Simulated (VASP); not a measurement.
Here is a VASP 6.6.1 calculation.

INCAR

```
ALGO     = Normal         # electronic algorithm
EDIFF    = 1E-6           # SCF threshold, eV
ENCUT    = 520            # plane-wave cutoff, eV
GGA      = PS             # functional
ISIF     = 2              # what is computed and relaxed
ISMEAR   = 0              # smearing method
LASPH    = True           # aspherical terms in the spheres
LCHARG   = False          # write CHGCAR
LREAL    = False          # projectors in reciprocal space
LWAVE    = False          # write WAVECAR
NBANDS   = 16             # bands
NELM     = 80             # most SCF steps
PREC     = Accurate       # precision mode
SIGMA    = 0.15           # smearing width, eV
```

The input KPOINTS:

```
k-points
0
Gamma
  14 14 14
```

Contents of POSCAR:

```
HgTe
1.0
    0.0000000000      3.2235000000      3.0945600000
    3.2235000000      0.0000000000      3.0945600000
    3.2235000000      3.2235000000      0.0000000000
Hg Te
1 1
Direct
    0.0000000000      0.0000000000      0.0000000000
    0.7500000000      0.7500000000      0.7500000000
```

Potentials or basis: VASP PAW PBE potentials, release 64 (Hg, Te).

Launch:

```console
$ cat potpaw_PBE.64/Hg/POTCAR potpaw_PBE.64/Te/POTCAR > POTCAR
$ mpirun -np 1 vasp_std > vasp.out
```

(1) What does it give for the pressure?

## Answers

(1) 3.6 GPa.

Caveat: the cell differs from its parent crystal (strain +0.000 along x and y, -0.040 along z); the cell stands under pressure; the PAW data sets were made with another functional, which shifts forces and pressure a little.
